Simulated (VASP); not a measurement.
Runs of VASP 6.6.1 on Si. The structure is that of space group P6/mmm (No. 191), or close to it. The cells are those of the table. 

```tsv
cell	gap on the mesh (eV)	pressure (GPa)
a = 2.478, b = 2.478, c = 2.467 Å, angles 90.0, 90.0, 120.0°, 1 atom	none	(b)
a = 2.580, b = 2.580, c = 2.277 Å, angles 90.0, 90.0, 120.0°, 1 atom	none	17.8
a = 2.510, b = 2.510, c = 2.405 Å, angles 90.0, 90.0, 120.0°, 1 atom	none	15.3
a = 2.544, b = 2.544, c = 2.341 Å, angles 90.0, 90.0, 120.0°, 1 atom	none	(a)
a = 2.494, b = 2.494, c = 2.436 Å, angles 90.0, 90.0, 120.0°, 1 atom	none	15.4
a = 2.562, b = 2.562, c = 2.309 Å, angles 90.0, 90.0, 120.0°, 1 atom	none	16.9
a = 2.527, b = 2.527, c = 2.373 Å, angles 90.0, 90.0, 120.0°, 1 atom	none	15.4
```

Alike in all rows: task single point; level LDA; potentials or basis VASP PAW LDA potentials, release 64 (Si); no spin polarisation; k mesh 14 × 14 × 13; cutoff (eV) 500; smearing methfessel-paxton 0.1 eV.

Q: Fill in the values left out.

A: (a) 16.2; (b) 15.5.

A gap of «none» marks levels without a gap at the run's occupations.
